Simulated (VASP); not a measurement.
## WC4: single point with PBE

The system is WC4.

```
W C
1.0
     3.54325    0.00000    0.00000
     0.00000    3.54325    0.00000
     0.00000    0.00000    3.54325
W C
1 4
Direct
  0.00000 0.00000 0.00000
  0.34578 0.34578 0.34578
  0.65422 0.65422 0.34578
  0.34578 0.65422 0.65422
  0.65422 0.34578 0.65422
```

* Program: VASP 6.6.1
* Task: single point
* Functional: PBE
* Potentials or basis: VASP PAW PBE potentials, release 64 (W_sv, C)
* Cutoff: 600 eV
* k mesh: 12 × 12 × 12
* Occupations: gaussian, width 0.1 eV
* Spin: no spin polarisation
* Dipole correction: no
* Further INCAR settings: ALGO = Normal; EDIFF = 1e-06; NBANDS = 23

The pressure is 0.3 GPa and the largest force is 0.082 eV/Å. The band gap on the k mesh is zero (bands 15 and 16 overlap by 0.97 eV).

Forces in eV/Å, atoms in the order of the input:
```
W    0.000  0.000  0.000
C   -0.048 -0.048 -0.048
C    0.048  0.048 -0.048
C   -0.048  0.048  0.048
C    0.048 -0.048  0.048
```

Levels at points of the mesh, in eV from the Fermi level:
| k point | band 12 | band 13 | band 14 | band 15 | band 16 | band 17 | band 18 | band 19 |
| --- | --- | --- | --- | --- | --- | --- | --- | --- |
| (0.00, 0.00, 0.00) | -3.87 | -3.87 | -3.87 | 0.77 | 0.77 | 2.33 | 2.33 | 2.33 |
| (0.50, 0.00, 0.00) | -4.32 | -3.95 | -3.55 | -2.28 | -0.05 | 1.05 | 1.05 | 1.32 |
| (0.50, 0.50, 0.00) | -5.59 | -1.57 | -0.31 | 0.07 | 0.44 | 1.45 | 1.45 | 4.01 |
| (0.50, 0.50, 0.50) | -4.51 | -0.21 | -0.21 | 0.50 | 0.50 | 0.50 | 1.33 | 1.33 |

Wall time 82 s on 1 thread of AMD EPYC 7R13 Processor (Zen 3) (shared host), peak memory 0.19 GiB.

Caveat: spin-orbit coupling is left out, which moves the levels of the heavy elements.
